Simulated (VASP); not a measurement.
WS2: single point with PBEsol

WS2, a slab with vacuum:

```
W S
1.0
     3.14588    0.00000    0.00000
    -1.57294    2.72441    0.00000
     0.00000    0.00000   23.33178
W S
2 4
Direct
  0.33333 0.66667 0.63458
  0.66667 0.33333 0.36542
  0.33333 0.66667 0.29895
  0.66667 0.33333 0.56805
  0.33333 0.66667 0.43195
  0.66667 0.33333 0.70105
```

This cell differs from its parent crystal: strain -0.0100 x Voigt [0, 0, 1, 0, 0, 0].

- Program: VASP 6.6.1
- Task: single point
- Functional: PBEsol
- Potentials or basis: VASP PAW PBE potentials, release 64 (W_sv, S)
- Cutoff: 520 eV
- k mesh: 12 × 12 × 2
- Occupations: gaussian, width 0.05 eV
- Spin: no spin polarisation

```json
{
 "Largest force": "0.348 eV/Å",
 "Band gap on the k mesh": "1.50 eV (least direct gap 1.86 eV)"
}
```

Forces on the atoms (eV/Å):
```
W    0.000  0.000  0.003
W    0.000  0.000 -0.003
S    0.000  0.000 -0.348
S    0.000  0.000 -0.341
S    0.000  0.000  0.341
S    0.000  0.000  0.348
```

Levels at points of the mesh, in eV from the valence-band top:
```tsv
k point	band 24	band 25	band 26	band 27	band 28	band 29
(0.00, 0.00, 0.00)	-2.00	-0.63	0.00	2.62	2.62	2.63
(0.50, 0.00, 0.00)	-1.57	-1.37	-1.31	2.62	2.63	3.01
(0.00, 0.00, 0.50)	-2.00	-0.63	0.00	2.62	2.62	2.63
(0.50, 0.00, 0.50)	-1.57	-1.37	-1.31	2.62	2.63	3.01
```

It took 6.3 min on 1 thread of Intel Xeon 8259CL (shared host), peak memory 0.43 GiB.

Caveat: the cell differs from its parent crystal (strain -0.0100 x Voigt [0, 0, 1, 0, 0, 0]); there is no dipole correction, which matters where the two faces differ; the PAW data sets were made with another functional, which shifts forces and pressure a little; spin-orbit coupling is left out, which moves the levels of the heavy elements.
